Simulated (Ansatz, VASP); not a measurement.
One calculation of Cu, two programs

```xyz
3
Lattice="4.1262 0.0000 0.0000 -2.0631 3.5734 0.0000 0.0000 0.0000 2.4784" Properties=species:S:1:pos:R:3 pbc="T T T"
Cu    0.0000    0.0000    0.0000
Cu    0.0000    2.3823    1.2392
Cu    2.0631    1.1911    1.2392
```

Alike in both runs: functional PBE; k mesh 9 × 9 × 13; occupations fermi-dirac, width 0.1 eV; no spin polarisation.

Ansatz relaxed the structure, and its values are those at the end. VASP's run is a single point on that final structure, the one shown.

|  | VASP | Ansatz |
| --- | --- | --- |
| version | VASP 6.6.1 | Ansatz 0.2.0 |
| potentials or method | VASP PAW PBE potentials, release 64 (Cu), cutoff 520 eV | plane waves (420 eV) with PAW, scalar-relativistic |
| valence electrons in the cell | 33 | 57 |

VASP gave:

| Property | Result |
| --- | --- |
| pressure (GPa) | 0.8 |

Task: Estimate Ansatz's values.

Result: Pressure (GPa): 0.0.

With one functional, cell and mesh, what is left measures potentials, basis and numerics. VASP's potentials hold 33 valence electrons a cell and Ansatz's 57, so a difference there can come from the potentials and not from the codes.
